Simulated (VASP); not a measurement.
Set up this calculation in VASP 6.6.1, as the native input.

* Task: single point
* Functional: PBEsol
* Potentials or basis: VASP PAW PBE potentials, release 64 (Ni_sv_GW)
* Cutoff: 590 eV
* k mesh: 12 × 12 × 7
* Occupations: fermi-dirac, width 0.05 eV
* Spin: no spin polarisation
* Dipole correction: no
* Second run: valence_matched
* Further INCAR settings: ALGO = Normal; EDIFF = 1e-06; NBANDS = 25

The structure of Ni lies in POSCAR:

```
Ni
1.0
    2.4480228978      0.0000000000      0.0000000000
   -1.2240114489      2.1200500186      0.0000000000
    0.0000000000      0.0000000000      4.0728075700
Ni
2
Direct
    0.6666666667      0.3333333333      0.7500000000
    0.3333333333      0.6666666667      0.2500000000
```

These files were run (other wordings do the same):

INCAR

```
PREC     = Accurate       # precision mode
ENCUT    = 590            # plane-wave cutoff, eV
EDIFF    = 1E-6           # SCF threshold, eV
ISMEAR   = -1             # smearing method
SIGMA    = 0.05           # smearing width, eV
LREAL    = False          # projectors in reciprocal space
LASPH    = True           # aspherical terms in the spheres
NELM     = 120            # most SCF steps
ALGO     = Normal         # electronic algorithm
ISIF     = 2              # what is computed and relaxed
LWAVE    = False          # write WAVECAR
LCHARG   = False          # write CHGCAR
GGA      = PS             # functional
NBANDS   = 25             # bands
GGA_COMPAT= False
```

KPOINTS

```
Automatic mesh
0
Gamma
  12 12 7
```

Potentials or basis: VASP PAW PBE potentials, release 64 (Ni_sv_GW).

Command:

```console
$ cat potpaw_PBE.64/Ni_sv_GW/POTCAR > POTCAR
$ mpirun -np 1 vasp_std > vasp.out
```

Results of the run:

```yaml
Pressure: -8.4 GPa
Band_gap_on_the_k_mesh: zero (band 18 reaches 8.00 eV, above the bottom of band 19 at 7.50 eV)
```

Caveat: the PAW data sets were made with another functional, which shifts forces and pressure a little; the run has no spin polarisation, though such a crystal can be magnetic.

Run time: 43 s on 1 thread of Intel(R) Xeon(R) Platinum 8259CL CPU @ 2.50GHz (Skylake/Cascade Lake) (shared host), peak memory 0.18 GiB.
